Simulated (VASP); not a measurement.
# PbS in VASP: a series of runs

The runs below take PbS through single point, with r2SCAN.

Program: VASP 6.6.1. These are calculated values, not measurements. Logs are shortened: lines on timing, memory, paths and dates and some standing lists are left out, and cuts for length are marked.

### Step 1. The cell of the first run

The structure is tetragonal, space group I4/mmm (No. 139). Conventional cell: a = 4.267 Å, b = 4.267 Å, c = 5.959 Å, α = 90.00°, β = 90.00°, γ = 90.00°. Pb (site symmetry 4/mmm) has 6 S at 2.98 to 3.02 Å within 3.9 Å. Within 3.9 Å of S (site symmetry 4/mmm) lie 6 Pb at 2.98 to 3.02 Å.

### Step 2. Single point, r2SCAN (epitaxial xy strain +1.0%)

Input file POSCAR:

```
PbS
1.0
    0.0000000000      3.0171049895      2.9795134127
    3.0171049895      0.0000000000      2.9795134127
    3.0171049895      3.0171049895      0.0000000000
Pb S
1 1
Direct
    0.0000000000      0.0000000000      0.0000000000
    0.5000000000      0.5000000000      0.5000000000
```

Input file INCAR.step1:

```
PREC = Accurate ; ENCUT = 520
ISMEAR = 0 ; SIGMA = 0.01
LREAL = False ; LASPH = True
NELM = 60 ; NBANDS = 17
GGA = PE ; ALGO = Normal
EDIFF = 1E-4 ; LWAVE = True
LCHARG = False
```

Input file INCAR.step2:

```
PREC = Accurate ; ENCUT = 520
EDIFF = 1E-6 ; ISMEAR = 0
SIGMA = 0.01 ; LREAL = False
LASPH = True ; NELM = 60
ALGO = Normal ; ISIF = 2
LWAVE = False ; LCHARG = False
METAGGA = R2SCAN ; LMIXTAU = True
NBANDS = 17 ; ISTART = 1
```

Input file KPOINTS:

```
regular mesh
0
Gamma
  8 8 8
```

Potentials or basis: VASP PAW PBE potentials, release 64 (Pb_d, S).

The run is started by

```sh
$ cat potpaw_PBE.64/Pb_d/POTCAR potpaw_PBE.64/S/POTCAR > POTCAR
$ cp INCAR.step1 INCAR
$ mpirun -np 1 vasp_std > vasp.out
$ cp INCAR.step2 INCAR
$ mpirun -np 1 vasp_std > vasp.out
```

OUTCAR:

```text
PREC = Accurate
   ENCUT = 520
   EDIFF = 1E-6
   ISMEAR = 0
   LREAL = False
   LASPH = True
   NELM = 60
   ISIF = 2
   METAGGA = R2SCAN
   ISTART = 1

 ion  position               nearest neighbor table
   1  0.000  0.000  0.000-   2 2.98   2 2.98   2 3.02   2 3.02   2 3.02   2 3.02
   2  0.500  0.500  0.500-   1 2.98   1 2.98   1 3.02   1 3.02   1 3.02   1 3.02

  LATTYP: Found a body centered tetragonal cell.
 ALAT       =     4.2668307953
 C/A-ratio  =     1.3965931886

  Lattice vectors:

 A1 = (   0.0000000000,  -3.0171049895,  -2.9795134127)
 A2 = (   0.0000000000,   3.0171049895,  -2.9795134127)
 A3 = (   3.0171049895,   0.0000000000,   2.9795134127)

Analysis of symmetry for initial positions (statically):
=====================================================================
 Subroutine PRICEL returns:
 Original cell was already a primitive cell.

 Routine SETGRP: Setting up the symmetry group for a
 body centered tetragonal supercell.

 Subroutine GETGRP returns: Found 16 space group operations
 (whereof 16 operations were pure point group operations)
 out of a pool of 16 trial point group operations.

The static configuration has the point symmetry D_4h.

Analysis of symmetry for dynamics (positions and initial velocities):
=====================================================================
 Subroutine PRICEL returns:
 Original cell was already a primitive cell.

 Routine SETGRP: Setting up the symmetry group for a
 body centered tetragonal supercell.

 Subroutine GETGRP returns: Found 16 space group operations
 (whereof 16 operations were pure point group operations)
 out of a pool of 16 trial point group operations.

The dynamic configuration has the point symmetry D_4h.

 Subroutine INISYM returns: Found 16 space group operations
 (whereof 16 operations are pure point group operations),
 and found     1 'primitive' translations

----------------------------------------------------------------------------------------

                                     Primitive cell

  volume of cell :      54.2446

  direct lattice vectors                    reciprocal lattice vectors
     0.000000000  3.017104989  2.979513413    -0.165721777  0.165721777  0.167812636
     3.017104989  0.000000000  2.979513413     0.165721777 -0.165721777  0.167812636
     3.017104989  3.017104989  0.000000000     0.165721777  0.165721777 -0.167812636

  length of vectors
     4.240332852  4.240332852  4.266830795     0.288250751  0.288250751  0.288250751

  position of ions in fractional coordinates (direct lattice)
     0.000000000  0.000000000  0.000000000
     0.500000000  0.500000000  0.500000000

  ion indices of the primitive-cell ions
   primitive index   ion index
                 1           1
                 2           2

----------------------------------------------------------------------------------------

 KPOINTS: regular mesh

Automatic generation of k-mesh.
 Grid dimensions read from file:
 generate k-points for:    8    8    8

 Generating k-lattice:

  Cartesian coordinates                     Fractional coordinates (reciprocal lattice)
    -0.020715222  0.020715222  0.020976580     0.125000000  0.000000000  0.000000000
     0.020715222 -0.020715222  0.020976580     0.000000000  0.125000000  0.000000000
     0.020715222  0.020715222 -0.020976580     0.000000000  0.000000000  0.125000000

  Length of vectors
     0.036031344  0.036031344  0.036031344

  Shift w.r.t. Gamma in fractional coordinates (k-lattice)
     0.000000000  0.000000000  0.000000000

 Subroutine IBZKPT returns following result:
 ===========================================

 Found     59 irreducible k-points:

 Following reciprocal coordinates:
            Coordinates               Weight
  0.000000  0.000000  0.000000      1.000000
  0.125000  0.000000  0.000000      8.000000
  0.250000  0.000000  0.000000      8.000000
  0.375000  0.000000  0.000000      8.000000
  0.500000  0.000000  0.000000      4.000000
  0.125000  0.125000  0.000000      2.000000
[... 16 lines left out ...]
  0.250000  0.000000  0.125000     16.000000
  0.375000  0.000000  0.125000     16.000000
 [... further k-points ...]
   k-points           NKPTS =     59   k-points in BZ     NKDIM =     59   number of bands    NBANDS=     17
   number of dos      NEDOS =    301   number of ions     NIONS =      2
   total plane-waves  NPLWV =  32768
   dimension x,y,z NGX =    32 NGY =   32 NGZ =   32
   dimension x,y,z NGXF=    64 NGYF=   64 NGZF=   64
   ions per type =               1   1
   NGX,Y,Z   is equivalent  to a cutoff of  12.55, 12.55, 12.47 a.u.
   NGXF,Y,Z  is equivalent  to a cutoff of  25.09, 25.09, 24.94 a.u.
 SYSTEM =  unknown system
   PREC   = accura    normal or accurate (medium, high low for compatibility)
   ISTART =      1    job   : 0-new  1-cont  2-samecut
   ICHARG =      0    charge: 1-file 2-atom 10-const
   ISPIN  =      1    spin polarized calculation?
   LNONCOLLINEAR =      F non collinear calculations
   LSORBIT =      F    spin-orbit coupling
   LASPH  =      T    aspherical Exc in radial PAW
   ENCUT  =  520.0 eV  38.22 Ry    6.18 a.u.   7.88  7.88  7.93*2*pi/ulx,y,z
   NELM   =     60;   NELMIN=  2; NELMDL=  0     # of ELM steps
   EDIFF  = 0.1E-05   stopping-criterion for ELM
   LREAL  =      F    real-space projection
   EDIFFG = 0.1E-04   stopping-criterion for IOM
   NSW    =      0    number of steps for IOM
   IBRION =     -1    ionic relax: 0-MD 1-quasi-New 2-CG
   NFREE  =      0    steps in history (QN), initial steepest desc. (CG)
   ISIF   =      2    stress and relaxation
   ISYM   =      2    0-nonsym 1-usesym 2-fastsym
   POTIM  = 0.5000    time-step for ionic-motion
   TEBEG  =    0.0;   TEEND  =   0.0 temperature during run
   PSTRESS=    0.0 pullay stress
   NELECT =      20.0000    total number of electrons
   NUPDOWN=      -1.0000    fix difference up-down
   EMIN   =  10.00;   EMAX   =-10.00  energy-range for DOS
   EFERMI =   0.00;   METHOD = LEGACY
   ISMEAR =     0;   SIGMA  =   0.01  broadening in eV -4-tet -1-fermi 0-gaus
   EFERMI_NEDOS =   21; number of points for ismear=-14 and -15
   IALGO  =     38    algorithm
   IMIX   =      4    mixing-type and parameters
     AMIX     =   0.40;   BMIX     =  1.00
     AMIX_MAG =   1.60;   BMIX_MAG =  1.00
  volume/ion in A,a.u.               =      27.12       183.03
  Fermi-wavevector in a.u.,A,eV,Ry     =   1.173904  2.218358 18.749533  1.378052
  Thomas-Fermi vector in A             =   2.310310
   LORBIT       =      0    0 simple, 1 ext, 2 COOP (PROOUT), +10 PAW based schemes
   METAGGA = R2SCAN    functional components
   LHFCALC =     F    Hartree Fock is set to
   AEXX    =    0.0000 exact exchange contribution
   IVDW    =     0    specifies the selected vdW correction
   LEPSILON=     F    determine dielectric tensor
   LRPA    =     F    only Hartree local field effects (RPA)
 non-spin polarized calculation
 Gauss-broadening in eV      SIGMA  =   0.01
  energy-cutoff  :      520.00
  volume of cell :       54.24
 maximum number of plane-waves:      1472
   NGX = 15   NGY = 15   NGZ = 15

 number of electron      20.0000004 magnetization

 Free energy of the ion-electron system (eV)
  ---------------------------------------------------
  ext. energy  EPLUGINS =         0.00000000
  ---------------------------------------------------
  free energy    TOTEN  =       -65.60760647 eV

  energy without entropy =      -65.60760647  energy(sigma->0) =      -65.60760647

 E-fermi :   5.2513     XC(G=0): -10.0590

 val. band max:        5.1554506941   @ k =   0.5000   0.0000   0.0000
 cond. band min:       5.9142886292   @ k =   0.5000   0.0000   0.0000
 fundamental gap:      0.7588379351
 Fermi energy:         5.2512515626

 k-point     1 :       0.0000    0.0000    0.0000
  band No.  band energies     occupation
      1     -12.2033      2.00000
      2     -12.1989      2.00000
      3     -12.1989      2.00000
      4     -12.1878      2.00000
      5     -12.1787      2.00000
      6      -8.6665      2.00000
[... 9 lines left out ...]
     16      12.4766      0.00000
     17      14.3489      0.00000

 k-point     2 :       0.1250    0.0000    0.0000
  band No.  band energies     occupation
      1     -12.2014      2.00000
      2     -12.1970      2.00000
      3     -12.1969      2.00000
      4     -12.1877      2.00000
      5     -12.1805      2.00000
      6      -8.5390      2.00000
[... 9 lines left out ...]
     16      12.8105      0.00000
     17      15.4895      0.00000

 k-point     3 :       0.2500    0.0000    0.0000
  band No.  band energies     occupation
      1     -12.2039      2.00000
      2     -12.2014      2.00000
      3     -12.1973      2.00000
      4     -12.1759      2.00000
      5     -12.1756      2.00000
      6      -8.1883      2.00000
[... 9 lines left out ...]
     16      13.6610      0.00000
     17      17.4051      0.00000

 k-point     4 :       0.3750    0.0000    0.0000
  band No.  band energies     occupation
      1     -12.2129      2.00000
      2     -12.2086      2.00000
      3     -12.1972      2.00000
      4     -12.1641      2.00000
      5     -12.1619      2.00000
      6      -7.7427      2.00000
[... 9 lines left out ...]
     16      14.9282      0.00000
     17      17.3786      0.00000
[... 343 lines left out ...]
      1     -12.2019      2.00000
      2     -12.1976      2.00000
      3     -12.1964      2.00000
      4     -12.1913      2.00000
      5     -12.1774      2.00000
      6      -8.4963      2.00000
[... 9 lines left out ...]
     16      13.5486      0.00000
     17      14.8700      0.00000

 k-point    23 :       0.2500    0.0000    0.1250
  band No.  band energies     occupation
      1     -12.2119      2.00000
      2     -12.2017      2.00000
      3     -12.1917      2.00000
      4     -12.1842      2.00000
      5     -12.1717      2.00000
      6      -8.2168      2.00000
[... 9 lines left out ...]
     16      14.3658      0.00000
     17      16.1161      0.00000

 k-point    24 :       0.3750    0.0000    0.1250
  band No.  band energies     occupation
      1     -12.2243      2.00000
      2     -12.1985      2.00000
      3     -12.1964      2.00000
      4     -12.1753      2.00000
      5     -12.1608      2.00000
      6      -7.7928      2.00000
[... 9 lines left out ...]
     16      15.4559      0.00000
     17      17.3210      0.00000

 [... further k-points ...]
[... 5 lines left out ...]
  --------------------------------------------------------------------------------------
  -------------------------------------------------------------------------------------
  Total       -0.4886627     -0.4886627     -0.0048034      0.0000000      0.0000000      0.0000000
  in kB      -14.4332318    -14.4332318     -0.1418753      0.0000000      0.0000000      0.0000000
  external PRESSURE =      -9.6694463 kB  Pullay stress =       0.0000000 kB

 VOLUME and BASIS-vectors are now :
 -----------------------------------------------------------------------------
  energy-cutoff  :      520.00
  volume of cell :       54.24
      direct lattice vectors                 reciprocal lattice vectors
     0.000000000  3.017104989  2.979513413    -0.165721777  0.165721777  0.167812636
     3.017104989  0.000000000  2.979513413     0.165721777 -0.165721777  0.167812636
     3.017104989  3.017104989  0.000000000     0.165721777  0.165721777 -0.167812636

 POSITION                                       TOTAL-FORCE (eV/Angst)
 -----------------------------------------------------------------------------------
      0.00000      0.00000      0.00000         0.000000     -0.000000      0.000000
      3.01710      3.01710      2.97951        -0.000000      0.000000     -0.000000
 -----------------------------------------------------------------------------------
    total drift:                                0.000000     -0.000000     -0.000000

  FREE ENERGIE OF THE ION-ELECTRON SYSTEM (eV)
  ---------------------------------------------------
  free  energy   TOTEN  =       -65.6076064724 eV

  energy  without entropy=      -65.6076064724  energy(sigma->0) =      -65.60760647
```

Run time: 3.5 min. Hardware: 1 thread of Intel Xeon 8259CL, shared host; peak memory 0.22 GiB.

Results:

```yaml
Free_energy: -65.6076 eV
Pressure: -1.0 GPa
Band_gap_on_the_k_mesh: 0.76 eV
```

Caveat: the cell differs from its parent crystal (epitaxial xy strain +1.0%); the PAW data sets were made with another functional, which shifts forces and pressure a little; spin-orbit coupling is left out, which moves the levels of the heavy elements.

### Step 3. Single point, r2SCAN (epitaxial 111 strain +1.0%)

Input file POSCAR:

```
PbS
1.0
   -0.0409198559      2.9761851337      2.9761851337
    2.9761851337     -0.0409198559      2.9761851337
    2.9761851337      2.9761851337     -0.0409198559
Pb S
1 1
Direct
    0.0000000000      0.0000000000      0.0000000000
    0.5000000000      0.5000000000      0.5000000000
```

Input file INCAR.step1:

```
ALGO = Normal
EDIFF = 1E-4
ENCUT = 520
GGA = PE
ISMEAR = 0
LASPH = T
LCHARG = F
LREAL = F
LWAVE = T
NBANDS = 17
NELM = 80
PREC = Accurate
SIGMA = 0.01
```

Input file INCAR.step2:

```
ALGO = Normal
EDIFF = 1E-7
ENCUT = 520
ISIF = 2
ISMEAR = 0
ISTART = 1
LASPH = T
LCHARG = F
LMIXTAU = T
LREAL = F
LWAVE = F
METAGGA = R2SCAN
NBANDS = 17
NELM = 80
PREC = Accurate
SIGMA = 0.01
```

Input file KPOINTS:

```
k-points
0
Gamma
  8 8 8
```

Potentials or basis: VASP PAW PBE potentials, release 64 (Pb_d, S).

The run is started by

```sh
$ cat potpaw_PBE.64/Pb_d/POTCAR potpaw_PBE.64/S/POTCAR > POTCAR
$ cp INCAR.step1 INCAR
$ mpirun -np 1 vasp_std > vasp.out
$ cp INCAR.step2 INCAR
$ mpirun -np 1 vasp_std > vasp.out
```

Run time: 3.6 min. Hardware: 1 thread of Intel Xeon 8259CL, shared host; peak memory 0.22 GiB.

Results (log left out):

```
Free energy            : -65.6096 eV
Pressure               : -0.6 GPa
Band gap on the k mesh : 0.60 eV (least direct gap 0.71 eV)
```

Stress tensor (GPa, compression positive):
```
-0.56  0.28  0.28
 0.28 -0.56  0.28
 0.28  0.28 -0.56
```

Levels at points of the mesh, in eV from the valence-band top:
| k point | band 7 | band 8 | band 9 | band 10 | band 11 | band 12 | band 13 | band 14 |
| --- | --- | --- | --- | --- | --- | --- | --- | --- |
| (0.00, 0.00, 0.00) | -6.16 | -2.21 | -2.21 | -2.07 | 5.45 | 5.48 | 5.48 | 7.13 |
| (0.50, 0.00, 0.00) | -8.95 | -1.80 | -1.74 | 0.00 | 0.74 | 2.26 | 2.34 | 9.12 |
| (0.50, 0.50, 0.00) | -7.31 | -5.11 | -3.46 | -3.33 | 4.29 | 5.80 | 5.98 | 6.05 |
| (0.50, 0.50, 0.50) | -8.85 | -1.84 | -1.84 | -0.11 | 0.60 | 2.14 | 2.14 | 9.14 |

Caveat: the cell differs from its parent crystal (epitaxial 111 strain +1.0%); the PAW data sets were made with another functional, which shifts forces and pressure a little; spin-orbit coupling is left out, which moves the levels of the heavy elements. A k mesh can miss the band edges.

### Step 4. Single point, r2SCAN (strain along [111] +2.5%)

Input file POSCAR:

```
PbS
1.0
    0.0497872110      3.0370198740      3.0370198740
    3.0370198740      0.0497872110      3.0370198740
    3.0370198740      3.0370198740      0.0497872110
Pb S
1 1
Direct
    0.0000000000      0.0000000000      0.0000000000
    0.5000000000      0.5000000000      0.5000000000
```

Input file INCAR.step1:

```
PREC = Accurate
ENCUT = 520
ISMEAR = 0
SIGMA = 0.01
LREAL = F
LASPH = T
NELM = 60
NBANDS = 17
GGA = PE
ALGO = Normal
EDIFF = 1E-4
LWAVE = T
LCHARG = F
```

Input file INCAR.step2:

```
PREC = Accurate
ENCUT = 520
EDIFF = 1E-7
ISMEAR = 0
SIGMA = 0.01
LREAL = F
LASPH = T
NELM = 60
ALGO = Normal
ISIF = 2
LWAVE = F
LCHARG = T
METAGGA = R2SCAN
LMIXTAU = T
LELF = T
LVHAR = T
NBANDS = 17
ISTART = 1
```

Input file KPOINTS:

```
regular mesh
0
Gamma
  8 8 8
```

The run is started by

```sh
$ cat potpaw_PBE.64/Pb_d/POTCAR potpaw_PBE.64/S/POTCAR > POTCAR
$ cp INCAR.step1 INCAR
$ mpirun -np 1 vasp_std > vasp.out
$ cp INCAR.step2 INCAR
$ mpirun -np 1 vasp_std > vasp.out
```

Wall time 3.7 min (1 thread of Intel Xeon 8259CL, shared host); peak memory 0.22 GiB.

Results (log left out):

| Quantity | Value |
| --- | --- |
| Free energy | -65.6038 eV |
| Pressure | -1.4 GPa |
| Band gap on the k mesh | 0.64 eV (least direct gap 0.77 eV) |

Stress tensor (GPa, compression positive):
```
-1.40 -0.36 -0.36
-0.36 -1.40 -0.36
-0.36 -0.36 -1.40
```

Levels at points of the mesh, in eV from the valence-band top:
```tsv
k point	band 6	band 7	band 8	band 9	band 10	band 11	band 12	band 13	band 14	band 15
(0.00, 0.00, 0.00)	-13.84	-6.25	-2.26	-2.08	-2.08	5.36	5.36	5.39	7.00	7.32
(0.50, 0.00, 0.00)	-12.69	-8.86	-1.83	-1.76	-0.13	0.64	2.16	2.24	9.05	10.35
(0.50, 0.50, 0.00)	-12.31	-7.34	-5.02	-3.42	-3.27	4.30	5.68	5.84	5.98	11.60
(0.50, 0.50, 0.50)	-12.72	-8.97	-1.71	-1.71	0.00	0.83	2.38	2.38	9.03	10.57
```

Caveat: the cell differs from its parent crystal (strain along [111] +2.5%); the PAW data sets were made with another functional, which shifts forces and pressure a little; spin-orbit coupling is left out, which moves the levels of the heavy elements. A k mesh can miss the band edges.

### Step 5. The runs side by side

| cell | gap on the mesh (eV) | pressure (GPa) |
| --- | --- | --- |
| a = 4.240, b = 4.240, c = 4.267 Å, angles 59.8, 59.8, 60.4°, 2 atoms | 0.76 | -1.0 |
| a = 4.209 Å, angles 60.9°, 2 atoms | 0.60 | -0.6 |
| a = 4.295 Å, angles 58.9°, 2 atoms | 0.64 | -1.4 |

Alike in all rows: task single point; level r2SCAN; potentials or basis VASP PAW PBE potentials, release 64 (Pb_d, S); no spin polarisation; k mesh 8 × 8 × 8; cutoff (eV) 520; smearing gaussian 0.01 eV.

Caveats: the PAW data sets were made with another functional, which shifts forces and pressure a little; spin-orbit coupling is left out, which moves the levels of the heavy elements.

Total energies depend on the potentials used, so only differences within one code and one set of settings carry meaning.
